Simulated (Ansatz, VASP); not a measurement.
**Two plane-wave programs on Cs**

```
Cs
1.0
    -3.08618    3.08618    3.08618
     3.08618   -3.08618    3.08618
     3.08618    3.08618   -3.08618
Cs
1
Direct
  0.00000 0.00000 0.00000
```

Alike in both runs: task single point; functional r2SCAN; k mesh 6 × 6 × 6; occupations fermi-dirac, width 0.05 eV; no spin polarisation.

```csv
,VASP,Ansatz
version,VASP 6.6.1,Ansatz 0.2.0
potentials or method,"VASP PAW PBE potentials, release 64 (Cs_sv)",Ansatz PAW
plane-wave cutoff (eV),520,500
valence electrons in the cell,9,9
```

|  | VASP | Ansatz | Ansatz less VASP |
| --- | --- | --- | --- |
| gap on the k mesh at the Fermi level (eV) | none | none | - |
| pressure (GPa) | 0.1 | 0.1 | +0.01 |

VASP's potentials were made for PBE, not for r2SCAN. A gap of «none» marks a metal or a gap that the smearing closes.

Spin-orbit coupling is off throughout.
